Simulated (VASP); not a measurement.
Cu:

```
CELL_PARAMETERS angstrom
-1.44279 1.44279 1.37608
1.44279 -1.44279 1.37608
1.44279 1.44279 -1.37608
ATOMIC_POSITIONS crystal
Cu 0.00000 0.00000 0.00000
```

Base run:

```yaml
Program: VASP 6.6.1
Functional: RPBE
Potentials_or_basis: VASP PAW PBE potentials, release 64 (Cu)
Cutoff: 600 eV
k_mesh: 14 × 14 × 14
Occupations: methfessel-paxton, width 0.2 eV
Spin: no spin polarisation
```

Its results: pressure 13.1 GPa.

Question: The run is repeated on the same cell with these changes: k mesh from 14 × 14 × 14 to 4 × 4 × 4. What comes out?

Answer: Pressure 12.6 GPa.

Caveats: some runs use coarse meshes; the PAW data sets were made with another functional, which shifts forces and pressure a little.
